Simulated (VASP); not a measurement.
A run of VASP 6.6.1 is set up as follows.

File POSCAR:

```
S
1.0
    0.0000000000      1.8109043708      1.8109043708
    1.8109043708      0.0000000000      1.8109043708
    1.8109043708      1.8109043708      0.0000000000
S
1
Direct
    0.0000000000      0.0000000000      0.0000000000
```

INCAR.step1

```
  ALGO = Normal
  EDIFF = 1E-5
  ENCUT = 550
  GGA = PE
  GGA_COMPAT = False
  ISMEAR = 1
  LASPH = True
  LCHARG = False
  LREAL = False
  LWAVE = True
  NBANDS = 9
  NELM = 120
  PREC = Accurate
  SIGMA = 0.05
```

Contents of INCAR.step2:

```
  ALGO = Normal
  EDIFF = 1E-6
  ENCUT = 550
  GGA_COMPAT = False
  ISIF = 2
  ISMEAR = 1
  ISTART = 1
  LASPH = True
  LCHARG = False
  LMIXTAU = True
  LREAL = False
  LWAVE = False
  METAGGA = R2SCAN
  NBANDS = 9
  NELM = 120
  PREC = Accurate
  SIGMA = 0.05
```

File KPOINTS:

```
k-points
0
Gamma
  7 7 7
```

Potentials or basis: VASP PAW PBE potentials, release 64 (S).

Command:

```sh
$ cat potpaw_PBE.64/S/POTCAR > POTCAR
$ cp INCAR.step1 INCAR
$ mpirun -np 1 vasp_std > vasp.out
$ cp INCAR.step2 INCAR
$ mpirun -np 1 vasp_std > vasp.out
```

(1) What does it give for the pressure?

(2) Estimate the band gap on the k mesh.

## Answers

(1) 44.3 GPa.

(2) zero (bands 3 and 4 overlap by 8.10 eV).

Caveat: the k points lie up to 0.43 Å⁻¹ apart, too coarse for converged energies and pressures of a metal; the PAW data sets were made with another functional, which shifts forces and pressure a little.
